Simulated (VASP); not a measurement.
# NaH4 (P6/mmm) in VASP: further runs, part 2 of 2

VASP 6.6.1. The steps go on from the part before.

## 4. Single point, PBE

The input, INCAR:

```
SYSTEM = NaH4
ALGO = Normal
EDIFF = 1E-6
ENCUT = 520
GGA = PE
ISIF = 2
ISMEAR = 0
LASPH = .True.
LCHARG = .True.
LELF = .True.
LREAL = .False.
LVHAR = .True.
LWAVE = .False.
NBANDS = 14
NELM = 100
PREC = Accurate
SIGMA = 0.1
```

The input, KPOINTS:

```
k-points
0
Gamma
  12 12 6
  0 0 0
```

The input, POSCAR:

```
NaH4
1.0
    4.2188241154      0.0000000000      0.0000000000
   -2.1094120577      3.6536088580      0.0000000000
    0.0000000000      0.0000000000      6.1323679722
Na H
1 4
Direct
    0.0000000000      0.0000000000      0.0000000000
    0.3333333333      0.6666666667      0.4383318505
    0.3333333333      0.6666666667      0.5616681495
    0.6666666667      0.3333333333      0.4383318505
    0.6666666667      0.3333333333      0.5616681495
```

Potentials or basis: VASP PAW PBE potentials, release 64 (Na_pv, H).

On the command line:

```sh
$ cat potpaw_PBE.64/Na_pv/POTCAR potpaw_PBE.64/H/POTCAR > POTCAR
$ mpirun -np 1 vasp_std > vasp.out
```

OUTCAR:

```text
SYSTEM = NaH4
   EDIFF = 1E-6
   ENCUT = 520
   GGA = PE
   ISIF = 2
   ISMEAR = 0
   LASPH = .True.
   LREAL = .False.
   NELM = 100
   PREC = Accurate

 ion  position               nearest neighbor table
   1  0.000  0.000  0.000-
   2  0.333  0.667  0.438-   3 0.76
   3  0.333  0.667  0.562-   2 0.76
   4  0.667  0.333  0.438-   5 0.76
   5  0.667  0.333  0.562-   4 0.76

  LATTYP: Found a hexagonal cell.
 ALAT       =     4.2188241154
 C/A-ratio  =     1.4535727976

  Lattice vectors:

 A1 = (   4.2188241154,   0.0000000000,   0.0000000000)
 A2 = (  -2.1094120577,   3.6536088580,   0.0000000000)
 A3 = (   0.0000000000,   0.0000000000,   6.1323679722)

Analysis of symmetry for initial positions (statically):
=====================================================================
 Subroutine PRICEL returns:
 Original cell was already a primitive cell.

 Routine SETGRP: Setting up the symmetry group for a
 hexagonal supercell.

[... 181 lines left out ...]
  band No.  band energies     occupation
      1     -26.3501      2.00000
      2     -26.3179      2.00000
      3     -26.3179      2.00000
      4      -9.4900      2.00000
      5      -6.4127      2.00000
      6      -1.8246      2.00000
      7      -0.2125      0.00000
      8       5.9729      0.00000
      9       6.7843      0.00000
     10       6.7843      0.00000
     11       7.5209      0.00000
     12       7.6634      0.00000
     13       7.6634      0.00000
     14       8.5239      0.00000
[... 377 lines left out ...]
      1     -26.3495      2.00000
      2     -26.3228      2.00000
      3     -26.3192      2.00000
      4      -8.8948      2.00000
      5      -7.1647      2.00000
      6      -0.9587      1.92748
      7       1.3363      0.00000
      8       2.4397      0.00000
      9       3.9705      0.00000
     10       4.9483      0.00000
     11       5.6331      0.00000
     12       6.5511      0.00000
     13       7.4417      0.00000
     14       8.1593      0.00000

 [... further k-points ...]
[... 5 lines left out ...]
  --------------------------------------------------------------------------------------
  -------------------------------------------------------------------------------------
  Total       -0.0663959     -0.0663959     -0.0666057     -0.0000000     -0.0000000      0.0000000
  in kB       -1.1254078     -1.1254078     -1.1289640     -0.0000000     -0.0000000      0.0000000
  external PRESSURE =      -1.1265932 kB  Pullay stress =       0.0000000 kB

 VOLUME and BASIS-vectors are now :
 -----------------------------------------------------------------------------
  energy-cutoff  :      520.00
  volume of cell :       94.52
      direct lattice vectors                 reciprocal lattice vectors
     4.218824115  0.000000000  0.000000000     0.237032873  0.136850993  0.000000000
    -2.109412058  3.653608858  0.000000000     0.000000000  0.273701986  0.000000000
     0.000000000  0.000000000  6.132367972     0.000000000  0.000000000  0.163069145

 POSITION                                       TOTAL-FORCE (eV/Angst)
 -----------------------------------------------------------------------------------
      0.00000      0.00000      0.00000         0.000000      0.000000      0.000000
     -0.00000      2.43574      2.68801        -0.000000     -0.000000      0.007956
     -0.00000      2.43574      3.44436         0.000000     -0.000000     -0.007956
      2.10941      1.21787      2.68801         0.000000      0.000000      0.007956
      2.10941      1.21787      3.44436        -0.000000      0.000000     -0.007956
 -----------------------------------------------------------------------------------
    total drift:                               -0.000000      0.000000     -0.000000

  FREE ENERGIE OF THE ION-ELECTRON SYSTEM (eV)
  ---------------------------------------------------
  free  energy   TOTEN  =       -14.4002448276 eV

  energy  without entropy=      -14.3979183169  energy(sigma->0) =      -14.39908157
```

OSZICAR:

```text
N       E                     dE             d eps       ncg     rms          rms(c)
DAV:   1     0.447570844162E+02    0.44757E+02   -0.48393E+03  2128   0.590E+02
DAV:   2    -0.121992754072E+02   -0.56956E+02   -0.54797E+02  2300   0.168E+02
DAV:   3    -0.156074832612E+02   -0.34082E+01   -0.34012E+01  2818   0.421E+01
DAV:   4    -0.156451478275E+02   -0.37665E-01   -0.37661E-01  2284   0.518E+00
DAV:   5    -0.156457345859E+02   -0.58676E-03   -0.58675E-03  2766   0.655E-01    0.617E+00
DAV:   6    -0.147965381373E+02    0.84920E+00   -0.41256E-01  2382   0.207E+00    0.337E+00
DAV:   7    -0.143887736863E+02    0.40776E+00   -0.83461E-01  2426   0.291E+00    0.378E-01
DAV:   8    -0.143988666527E+02   -0.10093E-01   -0.34163E-02  2314   0.672E-01    0.130E-01
DAV:   9    -0.144001447132E+02   -0.12781E-02   -0.24044E-03  2452   0.197E-01    0.468E-02
DAV:  10    -0.144001780628E+02   -0.33350E-04   -0.14721E-04  2482   0.488E-02    0.245E-02
DAV:  11    -0.144002446696E+02   -0.66607E-04   -0.73192E-05  2296   0.451E-02    0.976E-03
DAV:  12    -0.144002448276E+02   -0.15797E-06   -0.30534E-06  2566   0.110E-02
   1 F= -.14400245E+02 E0= -.14399082E+02  d E =-.232651E-02
```

stdout:

```text
POSCAR found type information on POSCAR NaH
 POSCAR found :  2 types and       5 ions
 scaLAPACK will be used
 LDA part: xc-table for (Slater+PW92), standard interpolation
 POSCAR, INCAR and KPOINTS ok, starting setup
 FFT: planning ... GRIDC
 FFT: planning ... GRID_SOFT
 FFT: planning ... GRID
 WAVECAR not read
 entering main loop
```

Wall time 49 s (1 thread of Intel Xeon Platinum 8375C at 2.90GHz (Ice Lake), shared host); peak memory 0.25 GiB.

What came out:

```
Free energy   : -14.4002 eV
Pressure      : -0.1 GPa
Largest force : 0.008 eV/Å
```

Forces on the atoms (eV/Å):
```
Na   0.000  0.000  0.000
H    0.000  0.000  0.008
H    0.000  0.000 -0.008
H    0.000  0.000  0.008
H    0.000  0.000 -0.008
```

Levels at points of the mesh, in eV from the Fermi level:
| k point | band 4 | band 5 | band 6 | band 7 | band 8 | band 9 |
| --- | --- | --- | --- | --- | --- | --- |
| (0.00, 0.00, 0.00) | -8.66 | -5.58 | -0.99 | 0.62 | 6.80 | 7.62 |
| (0.50, 0.00, 0.00) | -7.70 | -6.75 | 1.34 | 1.62 | 2.77 | 3.73 |
| (0.00, 0.00, 0.50) | -8.63 | -5.58 | -1.87 | 3.21 | 4.55 | 7.66 |
| (0.50, 0.00, 0.50) | -7.69 | -6.74 | 0.67 | 1.22 | 3.23 | 5.98 |

## 5. Relaxation of cell and atoms, PBE

The input, INCAR:

```
SYSTEM = NaH4
PREC = Accurate
ENCUT = 600
EDIFF = 1E-6
ISMEAR = 0
SIGMA = 0.1
LREAL = .FALSE.
LASPH = .TRUE.
NELM = 100
ALGO = Normal
ISIF = 3
LWAVE = .FALSE.
LCHARG = .FALSE.
GGA = PE
IBRION = 2
NSW = 100
EDIFFG = -0.01
```

The input, KPOINTS:

```
Automatic mesh
0
G
  12 12 6
  0 0 0
```

POSCAR is that of step 4.

On the command line:

```sh
$ cat potpaw_PBE.64/Na_pv/POTCAR potpaw_PBE.64/H/POTCAR > POTCAR
$ mpirun -np 1 vasp_std > vasp.out
```

Run time: 75 s. Hardware: 1 thread of Intel Xeon Platinum 8375C at 2.90GHz (Ice Lake), shared host; peak memory 0.28 GiB.

It converged, with:

```
Free energy                            : -14.4037 eV
Relaxed volume                         : 18.90 Å³/atom
Relaxed cell                           : a = 4.218 Å, b = 4.218 Å, c = 6.132 Å, α = 90.00°, β = 90.00°, γ = 120.00°
Space group after relaxing (to 0.05 Å) : P6/mmm (No. 191)
Energy gained by relaxing              : 0.0 meV/atom
Ionic steps                            : 3
Pressure after relaxing                : 0.0 GPa
Largest force after relaxing           : 0.005 eV/Å
```

Forces on the atoms (eV/Å):
```
Na   0.000  0.000  0.000
H    0.000  0.000 -0.005
H    0.000  0.000  0.005
H    0.000  0.000 -0.005
H    0.000  0.000  0.005
```

Final structure:
```
Na H
1.0
     4.21840    0.00000    0.00000
    -2.10920    3.65324    0.00000
     0.00000    0.00000    6.13170
Na H
1 4
Direct
  0.00000 0.00000 0.00000
  0.33333 0.66667 0.43837
  0.33333 0.66667 0.56163
  0.66667 0.33333 0.43837
  0.66667 0.33333 0.56163
```

Levels at points of the mesh, in eV from the Fermi level:
```
           k point  band 3  band 4  band 5  band 6  band 7  band 8  band 9
(0.00, 0.00, 0.00)  -25.49   -8.66   -5.59   -0.99    0.62    6.80    7.62
(0.50, 0.00, 0.00)  -25.49   -7.71   -6.76    1.34    1.62    2.78    3.73
(0.00, 0.00, 0.50)  -25.49   -8.64   -5.59   -1.87    3.21    4.55    7.66
(0.50, 0.00, 0.50)  -25.49   -7.69   -6.75    0.67    1.22    3.23    5.98
```

## 6. Summary

```csv
task,cell,cutoff (eV),gap on the mesh (eV),pressure (GPa),relaxed volume (Å³/atom)
single point,"a = 4.219, b = 4.219, c = 6.132 Å, angles 90.0, 90.0, 120.0°, 5 atoms",520,none,-0.1,-
relaxation of cell and atoms,"relaxed from a = 2.915, b = 2.915, c = 6.738 Å, angles 90.0, 90.0, 120.0°, 5 atoms",600,none,-0.1,9.78
relaxation of cell and atoms,"relaxed from a = 4.219, b = 4.219, c = 6.132 Å, angles 90.0, 90.0, 120.0°, 5 atoms",600,none,0.0,18.90
```

Alike in all rows: level PBE; potentials or basis VASP PAW PBE potentials, release 64 (Na_pv, H); no spin polarisation; k mesh 12 × 12 × 6; smearing gaussian 0.1 eV.

Absolute energies hang on the potentials; compare differences alone.
